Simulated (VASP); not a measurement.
Input of a VASP 6.6.1 run:

File INCAR:

```
ALGO = Normal
EDIFF = 1E-6
ENCUT = 520
GGA = PS
ISIF = 2
ISMEAR = 0
ISYM = 0
LASPH = True
LCHARG = True
LELF = True
LREAL = False
LVHAR = True
LWAVE = False
NBANDS = 16
NELM = 60
PREC = Accurate
SIGMA = 0.1
```

The input KPOINTS:

```
k-points
0
Gamma
  9 7 18
```

Contents of POSCAR:

```
InP
1.0
    3.8601906154      0.0000000000      0.0000000000
    0.0000000000      5.4591339217      0.0000000000
    1.9300953077      2.7295669609      1.9300953077
In P
1 1
Direct
    0.0000000000      0.0000000000      0.0000000000
    0.0000000000      0.5000000000      0.0000000000
```

Potentials or basis: VASP PAW PBE potentials, release 64 (In_d, P).

Run with:

```sh
$ cat potpaw_PBE.64/In_d/POTCAR potpaw_PBE.64/P/POTCAR > POTCAR
$ mpirun -np 1 vasp_std > vasp.out
```

Task: What does it give for the pressure?

Result: 0.0 GPa.

Task: What does it give for the band gap on the k mesh?

Result: Zero (bands 9 and 10 overlap by 2.83 eV).

Caveat: the PAW data sets were made with another functional, which shifts forces and pressure a little; spin-orbit coupling is left out, which moves the levels of the heavy elements.
